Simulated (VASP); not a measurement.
# ZnSe (F-43m) in VASP: a series of runs

The runs below take ZnSe through vibrations by perturbation theory, elastic constants, with PBEsol.

Everything below comes from runs of VASP 6.6.1. Logs are shortened: lines on timing, memory, paths and dates and some standing lists are left out, and cuts for length are marked.

### 1 The cell of the first run

Symmetry: F-43m, No. 216, cubic system. The conventional cell has a = 5.341 Å, b = 5.341 Å, c = 5.341 Å, α = 90.00°, β = 90.00°, γ = 90.00°. Zn (site symmetry -43m) has 4 Se at 2.31 Å within 3.1 Å. Se (site symmetry -43m) has 4 Zn at 2.31 Å within 3.1 Å.

### 2 Vibrations by perturbation theory, PBEsol

Contents of INCAR:

```
  ALGO = Normal
  EDIFF = 1E-8
  ENCUT = 520
  GGA = PS
  IBRION = 8
  ISIF = 2
  ISMEAR = 0
  LASPH = True
  LCHARG = False
  LEPSILON = True
  LREAL = False
  LWAVE = False
  NBANDS = 16
  NELM = 80
  NSW = 1
  PREC = Accurate
  SIGMA = 0.01
```

Contents of KPOINTS:

```
k-points
0
Gamma
  10 10 10
```

Contents of POSCAR:

```
ZnSe
1.0
    0.0000000000      2.6704388882      2.6704388882
    2.6704388882      0.0000000000      2.6704388882
    2.6704388882      2.6704388882      0.0000000000
Zn Se
1 1
Direct
    0.0000000000      0.0000000000      0.0000000000
    0.7500000000      0.7500000000      0.7500000000
```

Potentials or basis: VASP PAW PBE potentials, release 64 (Zn, Se).

Started as:

```bash
$ cat potpaw_PBE.64/Zn/POTCAR potpaw_PBE.64/Se/POTCAR > POTCAR
$ mpirun -np 1 vasp_std > vasp.out
```

OUTCAR:

```text
EDIFF = 1E-8
   ENCUT = 520
   GGA = PS
   IBRION = 8
   ISIF = 2
   ISMEAR = 0
   LASPH = True
   LEPSILON = True
   LREAL = False
   NELM = 80
   NSW = 1
   PREC = Accurate

 ion  position               nearest neighbor table
   1  0.000  0.000  0.000-   2 2.31   2 2.31   2 2.31   2 2.31
   2  0.750  0.750  0.750-   1 2.31   1 2.31   1 2.31   1 2.31

  LATTYP: Found a face centered cubic cell.
 ALAT       =     5.3408777764

  Lattice vectors:

 A1 = (   0.0000000000,   2.6704388882,   2.6704388882)
 A2 = (   2.6704388882,   0.0000000000,   2.6704388882)
 A3 = (   2.6704388882,   2.6704388882,   0.0000000000)

Analysis of symmetry for initial positions (statically):
=====================================================================
 Subroutine PRICEL returns:
 Original cell was already a primitive cell.

 Routine SETGRP: Setting up the symmetry group for a
 face centered cubic supercell.

 Subroutine GETGRP returns: Found 24 space group operations
 (whereof 24 operations were pure point group operations)
 out of a pool of 48 trial point group operations.

The static configuration has the point symmetry T_d .

Analysis of symmetry for dynamics (positions and initial velocities):
=====================================================================
 Subroutine PRICEL returns:
 Original cell was already a primitive cell.

 Routine SETGRP: Setting up the symmetry group for a
 face centered cubic supercell.

 Subroutine GETGRP returns: Found 24 space group operations
 (whereof 24 operations were pure point group operations)
 out of a pool of 48 trial point group operations.

The dynamic configuration has the point symmetry T_d .

 Subroutine INISYM returns: Found 24 space group operations
 (whereof 24 operations are pure point group operations),
 and found     1 'primitive' translations

----------------------------------------------------------------------------------------

[... 686 lines left out ...]
     0.00000 12.68746  0.01642

 MACROSCOPIC STATIC DIELECTRIC TENSOR (including local field effects in DFT)
 ------------------------------------------------------
           7.253886    -0.000000     0.000000
          -0.000000     7.253886    -0.000000
           0.000000    -0.000000     7.253886
 ------------------------------------------------------

 PIEZOELECTRIC TENSOR (including local field effects)  for field in x, y, z        (e  Angst)
          XX          YY          ZZ          XY          YZ          ZX
  --------------------------------------------------------------------------------
  x     0.00000    -0.00000     0.00000     0.00000     1.47326     0.00000
  y     0.00000     0.00000     0.00000     0.00000    -0.00000     1.47326
  z    -0.00000    -0.00000     0.00000     1.47326     0.00000     0.00000

 PIEZOELECTRIC TENSOR (including local field effects)  for field in x, y, z        (C/m^2)
          XX          YY          ZZ          XY          YZ          ZX
  --------------------------------------------------------------------------------
  x     0.00000    -0.00000     0.00000     0.00000     0.61974     0.00000
  y     0.00000     0.00000     0.00000     0.00000    -0.00000     0.61974
  z    -0.00000    -0.00000     0.00000     0.61974     0.00000     0.00000

 BORN EFFECTIVE CHARGES (including local field effects) (in |e|, cummulative output)
 ---------------------------------------------------------------------------------
 ion    1
    1     1.77424    -0.00000    -0.00000
    2    -0.00000     1.77424     0.00000
    3    -0.00000     0.00000     1.77424
 ion    2
    1    -1.77424     0.00000     0.00000
    2     0.00000    -1.77424    -0.00000
    3     0.00000     0.00000    -1.77424

 INTERNAL STRAIN TENSOR FOR ION    2 for displacements in x,y,z  (eV/Angst):
          X           Y           Z          XY          YZ          ZX
  --------------------------------------------------------------------------------
  x    -0.00000     0.00000     0.00000     0.00000    12.68746     0.00000
  y    -0.00000     0.00000    -0.00000     0.00000     0.00000    12.68746
  z     0.00000     0.00000    -0.00000    12.68746     0.00000     0.00000

 SECOND DERIVATIVES (NOT SYMMETRIZED)
 ------------------------------------
               1X          1Y          1Z          2X          2Y          2Z
  1X    -9.828194   -0.000000   -0.000000    9.828194    0.000000    0.000000
  1Y    -0.000000   -9.828194   -0.000000    0.000000    9.828194    0.000000
  1Z    -0.000000   -0.000000   -9.828194    0.000000    0.000000    9.828194
  2X     9.777680    0.000000    0.000000   -9.777680   -0.000000   -0.000000
  2Y     0.000000    9.777680    0.000000   -0.000000   -9.777680   -0.000000
  2Z     0.000000    0.000000    9.777680   -0.000000   -0.000000   -9.777680

 Eigenvectors and eigenvalues of the dynamical matrix
 ----------------------------------------------------

   1 f  =    8.185231 THz    51.429321 2PiTHz  273.029908 cm-1    33.851379 meV
             X         Y         Z           dx          dy          dz
      0.000000  0.000000  0.000000    -0.740459   -0.000000    0.000000
      4.005658  4.005658  4.005658     0.672101   -0.000000    0.000000
[... 21 lines left out ...]
   6 f/i=    0.010495 THz     0.065943 2PiTHz    0.350082 cm-1     0.043405 meV
             X         Y         Z           dx          dy          dz
      0.000000  0.000000  0.000000    -0.000000   -0.000000   -0.672101
      4.005658  4.005658  4.005658     0.000000    0.000000   -0.740459

--------------------------------------------------------------------------------------------------------

 MACROSCOPIC STATIC DIELECTRIC TENSOR IONIC CONTRIBUTION
 ------------------------------------------------------
           1.525645    -0.000000    -0.000000
          -0.000000     1.525645     0.000000
          -0.000000     0.000000     1.525645
 ------------------------------------------------------

 ELASTIC MODULI CONTR FROM IONIC RELAXATION (kBar)
 Direction    XX          YY          ZZ          XY          YZ          ZX
 --------------------------------------------------------------------------------
 XX          -0.0000      0.0000      0.0000     -0.0000      0.0000      0.0000
 YY           0.0000     -0.0000      0.0000     -0.0000     -0.0000     -0.0000
 ZZ           0.0000      0.0000     -0.0000      0.0000     -0.0000      0.0000
 XY          -0.0000     -0.0000      0.0000   -691.4653     -0.0000      0.0000
 YZ           0.0000     -0.0000     -0.0000     -0.0000   -691.4653      0.0000
 ZX           0.0000     -0.0000      0.0000     -0.0000      0.0000   -691.4653
 --------------------------------------------------------------------------------

 PIEZOELECTRIC TENSOR IONIC CONTR  for field in x, y, z        (C/m^2)
          XX          YY          ZZ          XY          YZ          ZX
  --------------------------------------------------------------------------------
  x     0.00000    -0.00000    -0.00000     0.00000    -0.96646     0.00000
  y     0.00000    -0.00000     0.00000    -0.00000     0.00000    -0.96646
  z    -0.00000    -0.00000     0.00000    -0.96646     0.00000    -0.00000
```

OSZICAR:

```text
N       E                     dE             d eps       ncg     rms          rms(c)
DAV:   1     0.884813046180E+02    0.88481E+02   -0.90223E+03  1504   0.137E+03
DAV:   2    -0.144107743511E+01   -0.89922E+02   -0.84614E+02  1640   0.263E+02
DAV:   3    -0.678832138624E+01   -0.53472E+01   -0.53263E+01  1880   0.623E+01
DAV:   4    -0.682626042350E+01   -0.37939E-01   -0.37935E-01  1832   0.545E+00
[... 171 lines left out ...]
RMM:   8    -0.814352351635E-01   -0.20050E-05   -0.61516E-08 10306   0.221E-04    0.432E-05
RMM:   9    -0.814353119433E-01   -0.76780E-07   -0.90308E-09 10177   0.804E-05    0.972E-06
RMM:  10    -0.814352570933E-01    0.54850E-07   -0.57936E-09  9758   0.200E-05    0.283E-06
RMM:  11    -0.814352509537E-01    0.61396E-08   -0.94496E-10  9261   0.101E-05    0.205E-06
 Linear response finished
```

stdout:

```text
POSCAR found type information on POSCAR ZnSe
 POSCAR found :  2 types and       2 ions
 scaLAPACK will be used
 -----------------------------------------------------------------------------
|                                                                             |
|                                                                             |
|     You enforced a specific xc type in the INCAR file but a different       |
[... 45 lines left out ...]
 force on displaced ion       1 direction 1 :  -9.828  -0.000  -0.000
 Born effective charge ion    1 direction 1 :   1.768   0.000   0.000
 Linear response progress:
 first order change of Fermi-energy   0.82780E-01
 force on displaced ion       2 direction 1 :  -9.778  -0.000  -0.000
 Born effective charge ion    2 direction 1 :  -1.780   0.000   0.000
 Born effective charges drift removed
 Linear response finished
```

Run time: 13 min. Hardware: 1 thread of Intel Xeon Platinum 8259CL at 2.50GHz (Skylake/Cascade Lake), shared host; peak memory 0.38 GiB.

Results:

```yaml
Electronic_dielectric_tensor_diagonal: 7.25
Born_charges_mean_of_the_diagonal: Zn +1.77; Se -1.77 e
Highest_phonon_frequency_at_Γ_LO-TO_splitting_left_out: 273 cm⁻¹
```

Phonon frequencies in cm⁻¹ (negative: imaginary):
```tsv
q point	frequencies
(0.000, 0.000, 0.000)	0 0 0 273 273 273
```

Electronic dielectric tensor:
```
7.25 0.00 0.00
0.00 7.25 0.00
0.00 0.00 7.25
```

Born effective charge tensors (e):
atom 1, Zn
```
1.77 0.00 0.00
0.00 1.77 0.00
0.00 0.00 1.77
```
atom 2, Se
```
-1.77  0.00  0.00
 0.00 -1.77  0.00
 0.00  0.00 -1.77
```

Caveat: the cell wasn't relaxed at this level first, which shifts response properties; the PAW data sets were made with another functional, which shifts forces and pressure a little.

### 3 Elastic constants, PBEsol

This run uses another cell than the first one, of 20.26 Å³/atom, 1.064 times its volume.

Contents of INCAR:

```
SYSTEM = ZnSe
ALGO = Normal ; EDIFF = 1E-8
ENCUT = 600 ; GGA = PS
IBRION = 6 ; ISIF = 3
ISMEAR = 0 ; LASPH = .True.
LCHARG = .False. ; LREAL = .False.
LWAVE = .False. ; NBANDS = 16
NELM = 100 ; NFREE = 2
NSW = 1 ; POTIM = 0.015
PREC = Accurate ; SIGMA = 0.01
```

Contents of KPOINTS:

```
k-points
0
Gamma
  8 8 8
  0 0 0
```

Contents of POSCAR:

```
ZnSe
1.0
    0.0000000000      2.7260562757      2.7260562757
    2.7260562757      0.0000000000      2.7260562757
    2.7260562757      2.7260562757      0.0000000000
Zn Se
1 1
Direct
    0.0000000000      0.0000000000      0.0000000000
    0.7500000000      0.7500000000      0.7500000000
```

Potentials or basis: VASP PAW PBE potentials, release 64 (Zn, Se).

Started as:

```bash
$ cat potpaw_PBE.64/Zn/POTCAR potpaw_PBE.64/Se/POTCAR > POTCAR
$ mpirun -np 1 vasp_std > vasp.out
```

It took 13 min on 1 thread of Intel Xeon Platinum 8259CL at 2.50GHz (Skylake/Cascade Lake), shared host; peak memory 0.34 GiB.

It converged, with:

```
Elastic constants C11, C12, C44                         : 114, 83, 39 GPa
Voigt bulk modulus                                      : 93 GPa
Highest phonon frequency at Γ, LO-TO splitting left out : 248 cm⁻¹
```

Phonon frequencies in cm⁻¹ (negative: imaginary):
```
              q point        frequencies
(0.000, 0.000, 0.000)  0 0 0 248 248 248
```

Elastic tensor in Voigt notation (GPa, in the Cartesian axes of the cell as first typed):
```
114  83  83   0   0   0
 83 114  83   0   0   0
 83  83 114   0   0   0
  0   0   0  39   0   0
  0   0   0   0  39   0
  0   0   0   0   0  39
```

Clamped-ion elastic tensor (GPa):
```
114  83  83   0   0   0
 83 114  83   0   0   0
 83  83 114   0   0   0
  0   0   0  87   0   0
  0   0   0   0  87   0
  0   0   0   0   0  87
```

Caveat: the cell is under stress, which shifts elastic constants; the PAW data sets were made with another functional, which shifts forces and pressure a little.
